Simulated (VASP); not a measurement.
# CoW3 (P4/mmm) in VASP: single point with PBE

Aim: the single point of CoW3 with PBE.

Program: VASP 6.6.1. These are calculated values, not measurements. Logs are shortened: lines on timing, memory, paths and dates and some standing lists are left out, and cuts for length are marked.

**1. The cell of the first run**

Symmetry: P4/mmm, No. 123, tetragonal system. The conventional cell has a = 3.899 Å, b = 3.899 Å, c = 4.094 Å, α = 90.00°, β = 90.00°, γ = 90.00°. Within 3.6 Å of Co (site symmetry 4/mmm) lie 12 W at 2.76 to 2.83 Å. Within 3.6 Å of W (site symmetry mmm) lie 8 W at 2.76 to 2.83 Å and 4 Co at 2.83 Å. Within 3.6 Å of W (site symmetry 4/mmm) lie 4 Co at 2.76 Å and 8 W at 2.83 Å.

**2. Single point, PBE (strain +0.000 along x and y, +0.050 along z)**

File INCAR:

```
SYSTEM = CoW3
  PREC = Accurate
  ENCUT = 520
  EDIFF = 1E-6
  ISMEAR = 0
  SIGMA = 0.15
  LREAL = .False.
  LASPH = .True.
  NELM = 100
  ALGO = Fast
  ISIF = 2
  LWAVE = .False.
  LCHARG = .False.
  GGA = PE
  NBANDS = 34
```

File KPOINTS:

```
regular mesh
0
Gamma
  12 12 12
  0 0 0
```

File POSCAR:

```
CoW3
1.0
    3.8992073914      0.0000000000      0.0000000000
    0.0000000000      3.8992073914      0.0000000000
    0.0000000000      0.0000000000      4.0941677610
Co W
1 3
Direct
    0.0000000000      0.0000000000      0.0000000000
    0.0000000000      0.5000000000      0.5000000000
    0.5000000000      0.0000000000      0.5000000000
    0.5000000000      0.5000000000      0.0000000000
```

Potentials or basis: VASP PAW PBE potentials, release 64 (Co, W_sv).

Launch:

```
> cat potpaw_PBE.64/Co/POTCAR potpaw_PBE.64/W_sv/POTCAR > POTCAR
> mpirun -np 1 vasp_std > vasp.out
```

OUTCAR:

```text
SYSTEM = CoW3
   PREC = Accurate
   ENCUT = 520
   EDIFF = 1E-6
   ISMEAR = 0
   LREAL = .False.
   LASPH = .True.
   NELM = 100
   ISIF = 2
   GGA = PE

 ion  position               nearest neighbor table
   1  0.000  0.000  0.000-   4 2.76   4 2.76   4 2.76   4 2.76   3 2.83   2 2.83   3 2.83   2 2.83
                             3 2.83   2 2.83   3 2.83   2 2.83
   2  0.000  0.500  0.500-   3 2.76   3 2.76   3 2.76   3 2.76   4 2.83   1 2.83   1 2.83   1 2.83
                             4 2.83   4 2.83   4 2.83   1 2.83
   3  0.500  0.000  0.500-   2 2.76   2 2.76   2 2.76   2 2.76   4 2.83   1 2.83   4 2.83   4 2.83
                             1 2.83   4 2.83   1 2.83   1 2.83
   4  0.500  0.500  0.000-   1 2.76   1 2.76   1 2.76   1 2.76   3 2.83   2 2.83   3 2.83   3 2.83
                             3 2.83   2 2.83   2 2.83   2 2.83

  LATTYP: Found a simple tetragonal cell.
 ALAT       =     3.8992073914
 C/A-ratio  =     1.0500000000

  Lattice vectors:

 A1 = (   3.8992073914,   0.0000000000,   0.0000000000)
 A2 = (   0.0000000000,   3.8992073914,   0.0000000000)
 A3 = (   0.0000000000,   0.0000000000,   4.0941677610)

Analysis of symmetry for initial positions (statically):
=====================================================================
 Subroutine PRICEL returns:
 Original cell was already a primitive cell.

 Routine SETGRP: Setting up the symmetry group for a
 simple tetragonal supercell.

 Subroutine GETGRP returns: Found 16 space group operations
 (whereof 16 operations were pure point group operations)
 out of a pool of 16 trial point group operations.

The static configuration has the point symmetry D_4h.

Analysis of symmetry for dynamics (positions and initial velocities):
=====================================================================
 Subroutine PRICEL returns:
 Original cell was already a primitive cell.

 Routine SETGRP: Setting up the symmetry group for a
 simple tetragonal supercell.

 Subroutine GETGRP returns: Found 16 space group operations
 (whereof 16 operations were pure point group operations)
 out of a pool of 16 trial point group operations.

The dynamic configuration has the point symmetry D_4h.

 Subroutine INISYM returns: Found 16 space group operations
 (whereof 16 operations are pure point group operations),
 and found     1 'primitive' translations

----------------------------------------------------------------------------------------

                                     Primitive cell

  volume of cell :      62.2470

  direct lattice vectors                    reciprocal lattice vectors
     3.899207391  0.000000000  0.000000000     0.256462378  0.000000000  0.000000000
     0.000000000  3.899207391  0.000000000     0.000000000  0.256462378  0.000000000
     0.000000000  0.000000000  4.094167761     0.000000000  0.000000000  0.244249884

  length of vectors
     3.899207391  3.899207391  4.094167761     0.256462378  0.256462378  0.244249884

  position of ions in fractional coordinates (direct lattice)
     0.000000000  0.000000000  0.000000000
     0.000000000  0.500000000  0.500000000
     0.500000000  0.000000000  0.500000000
     0.500000000  0.500000000  0.000000000

  ion indices of the primitive-cell ions
   primitive index   ion index
                 1           1
                 2           2
                 3           3
                 4           4

----------------------------------------------------------------------------------------

 KPOINTS: regular mesh

Automatic generation of k-mesh.
 Grid dimensions read from file:
 generate k-points for:   12   12   12

 Generating k-lattice:

  Cartesian coordinates                     Fractional coordinates (reciprocal lattice)
     0.021371865  0.000000000  0.000000000     0.083333333  0.000000000  0.000000000
     0.000000000  0.021371865  0.000000000     0.000000000  0.083333333  0.000000000
     0.000000000  0.000000000  0.020354157     0.000000000  0.000000000  0.083333333

  Length of vectors
     0.021371865  0.021371865  0.020354157

  Shift w.r.t. Gamma in fractional coordinates (k-lattice)
     0.000000000  0.000000000  0.000000000

 Subroutine IBZKPT returns following result:
 ===========================================

 Found    196 irreducible k-points:

 Following reciprocal coordinates:
            Coordinates               Weight
  0.000000  0.000000  0.000000      1.000000
  0.083333  0.000000  0.000000      4.000000
  0.166667  0.000000  0.000000      4.000000
  0.250000  0.000000  0.000000      4.000000
  0.333333  0.000000  0.000000      4.000000
  0.416667  0.000000  0.000000      4.000000
[... 16 lines left out ...]
  0.333333  0.333333  0.000000      4.000000
  0.416667  0.333333  0.000000      8.000000
 [... further k-points ...]
   k-points           NKPTS =    196   k-points in BZ     NKDIM =    196   number of bands    NBANDS=     34
   number of dos      NEDOS =    301   number of ions     NIONS =      4
   total plane-waves  NPLWV =  27000
   dimension x,y,z NGX =    30 NGY =   30 NGZ =   30
   dimension x,y,z NGXF=    60 NGYF=   60 NGZF=   60
   ions per type =               1   3
   NGX,Y,Z   is equivalent  to a cutoff of  12.79, 12.79, 12.18 a.u.
   NGXF,Y,Z  is equivalent  to a cutoff of  25.58, 25.58, 24.36 a.u.
 SYSTEM =  CoW3
   PREC   = accura    normal or accurate (medium, high low for compatibility)
   ISTART =      0    job   : 0-new  1-cont  2-samecut
   ICHARG =      2    charge: 1-file 2-atom 10-const
   ISPIN  =      1    spin polarized calculation?
   LNONCOLLINEAR =      F non collinear calculations
   LSORBIT =      F    spin-orbit coupling
   LASPH  =      T    aspherical Exc in radial PAW
   ENCUT  =  520.0 eV  38.22 Ry    6.18 a.u.   7.25  7.25  7.61*2*pi/ulx,y,z
   NELM   =    100;   NELMIN=  2; NELMDL= -5     # of ELM steps
   EDIFF  = 0.1E-05   stopping-criterion for ELM
   LREAL  =      F    real-space projection
   EDIFFG = 0.1E-04   stopping-criterion for IOM
   NSW    =      0    number of steps for IOM
   IBRION =     -1    ionic relax: 0-MD 1-quasi-New 2-CG
   NFREE  =      0    steps in history (QN), initial steepest desc. (CG)
   ISIF   =      2    stress and relaxation
   ISYM   =      2    0-nonsym 1-usesym 2-fastsym
   POTIM  = 0.5000    time-step for ionic-motion
   TEBEG  =    0.0;   TEEND  =   0.0 temperature during run
   PSTRESS=    0.0 pullay stress
   NELECT =      51.0000    total number of electrons
   NUPDOWN=      -1.0000    fix difference up-down
   EMIN   =  10.00;   EMAX   =-10.00  energy-range for DOS
   EFERMI =   0.00;   METHOD = LEGACY
   ISMEAR =     0;   SIGMA  =   0.15  broadening in eV -4-tet -1-fermi 0-gaus
   EFERMI_NEDOS =   21; number of points for ismear=-14 and -15
   IALGO  =     68    algorithm
   IMIX   =      4    mixing-type and parameters
     AMIX     =   0.40;   BMIX     =  1.00
     AMIX_MAG =   1.60;   BMIX_MAG =  1.00
  volume/ion in A,a.u.               =      15.56       105.02
  Fermi-wavevector in a.u.,A,eV,Ry     =   1.531882  2.894838 31.928302  2.346664
  Thomas-Fermi vector in A             =   2.639165
   LORBIT       =      0    0 simple, 1 ext, 2 COOP (PROOUT), +10 PAW based schemes
   GGA     = PE    functional components
   LHFCALC =     F    Hartree Fock is set to
   AEXX    =    0.0000 exact exchange contribution
   IVDW    =     0    specifies the selected vdW correction
   LEPSILON=     F    determine dielectric tensor
   LRPA    =     F    only Hartree local field effects (RPA)
 non-spin polarized calculation
 RMM-DIIS sequential band-by-band and
 Gauss-broadening in eV      SIGMA  =   0.15
  energy-cutoff  :      520.00
  volume of cell :       62.25
 maximum number of plane-waves:      1704
 NGX is ok and might be reduce to    30
   NGX = 15   NGY = 15   NGZ = 15

 number of electron      51.0000028 magnetization

 Free energy of the ion-electron system (eV)
  ---------------------------------------------------
  ext. energy  EPLUGINS =         0.00000000
  ---------------------------------------------------
  free energy    TOTEN  =       -44.75185614 eV

  energy without entropy =      -44.69542929  energy(sigma->0) =      -44.72364271

 E-fermi :   9.8846     XC(G=0): -13.2249

 val. band max:        9.8803783142   @ k =   0.5000   0.4167   0.1667
 cond. band min:       9.8854396834   @ k =   0.1667   0.1667   0.4167
 fundamental gap:      0.0050613692
 Fermi energy:         9.8845767429

 k-point     1 :       0.0000    0.0000    0.0000
  band No.  band energies     occupation
      1     -63.9252      2.00000
      2     -63.8055      2.00000
      3     -63.7352      2.00000
      4     -28.4950      2.00000
      5     -28.4918      2.00000
      6     -28.4918      2.00000
[... 26 lines left out ...]
     33      15.1782      0.00000
     34      15.7700      0.00000

 k-point     2 :       0.0833    0.0000    0.0000
  band No.  band energies     occupation
      1     -63.9238      2.00000
      2     -63.8052      2.00000
      3     -63.7370      2.00000
      4     -28.4865      2.00000
      5     -28.4822      2.00000
      6     -28.4788      2.00000
[... 26 lines left out ...]
     33      15.0159      0.00000
     34      15.7818      0.00000

 k-point     3 :       0.1667    0.0000    0.0000
  band No.  band energies     occupation
      1     -63.9197      2.00000
      2     -63.8039      2.00000
      3     -63.7423      2.00000
      4     -28.4621      2.00000
      5     -28.4546      2.00000
      6     -28.4404      2.00000
[... 26 lines left out ...]
     33      14.5723      0.00000
     34      15.9924      0.00000
[... 704 lines left out ...]
 k-point    23 :       0.3333    0.3333    0.0000
  band No.  band energies     occupation
      1     -63.8956      2.00000
      2     -63.7941      2.00000
      3     -63.7754      2.00000
      4     -28.4713      2.00000
      5     -28.2764      2.00000
      6     -28.2534      2.00000
[... 26 lines left out ...]
     33      13.5621      0.00000
     34      13.8797      0.00000

 k-point    24 :       0.4167    0.3333    0.0000
  band No.  band energies     occupation
      1     -63.8922      2.00000
      2     -63.7914      2.00000
      3     -63.7813      2.00000
      4     -28.4548      2.00000
      5     -28.3512      2.00000
      6     -28.2046      2.00000
[... 26 lines left out ...]
     33      13.2761      0.00000
     34      13.7950      0.00000

 [... further k-points ...]

------------------------ aborting loop because EDIFF is reached ----------------------------------------

  FORCE on cell =-STRESS in cart. coord.  units (eV):
  Direction    XX          YY          ZZ          XY          YZ          ZX
  --------------------------------------------------------------------------------------
  -------------------------------------------------------------------------------------
  Total       -4.3471478     -4.3471478     -4.9882511      0.0000000     -0.0000000      0.0000000
  in kB     -111.8913949   -111.8913949   -128.3927751      0.0000000     -0.0000000      0.0000000
  external PRESSURE =    -117.3918550 kB  Pullay stress =       0.0000000 kB

 VOLUME and BASIS-vectors are now :
 -----------------------------------------------------------------------------
  energy-cutoff  :      520.00
  volume of cell :       62.25
      direct lattice vectors                 reciprocal lattice vectors
     3.899207391  0.000000000  0.000000000     0.256462378  0.000000000  0.000000000
     0.000000000  3.899207391  0.000000000     0.000000000  0.256462378  0.000000000
     0.000000000  0.000000000  4.094167761     0.000000000  0.000000000  0.244249884

 POSITION                                       TOTAL-FORCE (eV/Angst)
 -----------------------------------------------------------------------------------
      0.00000      0.00000      0.00000         0.000000      0.000000      0.000000
      0.00000      1.94960      2.04708         0.000000      0.000000      0.000000
      1.94960      0.00000      2.04708         0.000000      0.000000      0.000000
      1.94960      1.94960      0.00000         0.000000      0.000000      0.000000
 -----------------------------------------------------------------------------------
    total drift:                                0.000000      0.000000     -0.000000

  FREE ENERGIE OF THE ION-ELECTRON SYSTEM (eV)
  ---------------------------------------------------
  free  energy   TOTEN  =       -44.7518561386 eV

  energy  without entropy=      -44.6954292901  energy(sigma->0) =      -44.72364271
```

Wall time 3.9 min (1 thread of Intel Xeon 6975P-C (Granite Rapids), shared host); peak memory 0.42 GiB.

What came out:

```yaml
Free_energy: -44.7519 eV
Pressure: -11.7 GPa
Band_gap_on_the_k_mesh: zero (an odd number of electrons rules out a gap without spin polarisation)
```

Caveat: the cell differs from its parent crystal (strain +0.000 along x and y, +0.050 along z); the cell stands under tension; spin-orbit coupling is left out, which moves the levels of the heavy elements; the run has no spin polarisation, though such a crystal can be magnetic.
